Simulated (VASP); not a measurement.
Wanted: the native input for a VASP 6.6.1 run.

```
Task                   : relaxation of cell and atoms
Functional             : PBE
Potentials or basis    : VASP PAW PBE potentials, release 64 (Nb_sv)
Cutoff                 : 600 eV
k mesh                 : 17 × 17 × 17
Occupations            : fermi-dirac, width 0.05 eV
Spin                   : non-collinear spin, zero start, spin-orbit coupling
Starting moments       : [[0.0, 0.0, 0.0]] μB
Dipole correction      : no
Further INCAR settings : ALGO = Normal; EDIFF = 1e-07; IBRION = 2; EDIFFG = -0.005; NSW = 45; ISIF = 3
```

The structure of Nb lies in POSCAR:

```
Nb
1.0
   -1.6548069191      1.6548069191      1.6548069191
    1.6548069191     -1.6548069191      1.6548069191
    1.6548069191      1.6548069191     -1.6548069191
Nb
1
Direct
    0.0000000000      0.0000000000      0.0000000000
```

One way to write it, as run:

INCAR

```
SYSTEM = Nb
PREC     = Accurate       ! precision mode
ENCUT    = 600            ! plane-wave cutoff, eV
EDIFF    = 1E-7           ! SCF threshold, eV
ISMEAR   = -1             ! smearing method
SIGMA    = 0.05           ! smearing width, eV
LREAL    = .False.        ! projectors in reciprocal space
LASPH    = .True.         ! aspherical terms in the spheres
NELM     = 150            ! most SCF steps
ALGO     = Normal         ! electronic algorithm
ISIF     = 3              ! what is computed and relaxed
LWAVE    = .False.        ! write WAVECAR
LCHARG   = .False.        ! write CHGCAR
LNONCOLLINEAR= .True.         ! non-collinear magnetism
MAGMOM   = 0 0 0          ! initial moments
LORBIT   = 11             ! projections on sites
LSORBIT  = .True.         ! spin-orbit coupling
GGA_COMPAT= .False.      
LORBMOM  = .True.       
LMAXMIX  = 4              ! l up to which the mixer works
GGA      = PE             ! functional
IBRION   = 2              ! ionic algorithm
NSW      = 45             ! ionic steps
EDIFFG   = -0.005         ! ionic threshold
```

KPOINTS

```
Automatic mesh
0
Gamma
  17 17 17
  0 0 0
```

Potentials or basis: VASP PAW PBE potentials, release 64 (Nb_sv).

Run with:

```console
$ cat potpaw_PBE.64/Nb_sv/POTCAR > POTCAR
$ mpirun -np 1 vasp_ncl > vasp.out
```

Results of the run:

| Quantity | Value |
| --- | --- |
| Relaxed volume | 18.09 Å³/atom |
| Relaxed cell | a = 2.864 Å, b = 2.864 Å, c = 2.864 Å, α = 109.47°, β = 109.47°, γ = 109.47° |
| Space group after relaxing (to 0.1 Å) | Im-3m (No. 229) |
| Energy gained by relaxing | 0.0 meV/atom |
| Ionic steps | 3 |
| Pressure after relaxing | 0.0 GPa |
| Net moment | 0.00 μB per cell |
| Valence electrons inside the program's atomic spheres | Nb 10.72 |

It took 9.1 min on 1 thread of Intel Xeon 8259CL, on a shared host, peak memory 0.28 GiB.
